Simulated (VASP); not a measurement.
Runs of VASP 6.6.1 on ZnO. The structure is that of space group Fm-3m (No. 225), or close to it. The cells are those of the table. 

```tsv
task	cell	k mesh	cutoff (eV)	smearing	gap on the mesh (eV)	pressure (GPa)	relaxed volume (Å³/atom)
single point	a = 2.967 Å, angles 60.0°, 2 atoms	8 × 8 × 8	520	gaussian 0.1 eV	1.80	(a)	-
single point	a = 3.016 Å, angles 60.0°, 2 atoms	8 × 8 × 8	520	gaussian 0.1 eV	1.56	1.8	-
relaxation of cell and atoms	relaxed from a = 3.016 Å, angles 60.0°, 2 atoms	12 × 12 × 12	600	gaussian 0.02 eV	(b)	0.0	(c)
single point	a = 3.018 Å, angles 60.0°, 2 atoms	12 × 12 × 12	520	gaussian 0.02 eV	1.55	1.5	-
relaxation of cell and atoms	relaxed from a = 2.967 Å, angles 60.0°, 2 atoms	8 × 8 × 8	600	gaussian 0.1 eV	1.53	0.3	9.76
```

Alike in all rows: level r2SCAN; potentials or basis VASP PAW PBE potentials, release 64 (Zn, O); no spin polarisation.

Estimate the missing entries.

(a) 12.6; (b) 1.52; (c) 9.77.

Caveats: the PAW data sets were made with another functional, which shifts forces and pressure a little.

A k mesh can miss the band edges.
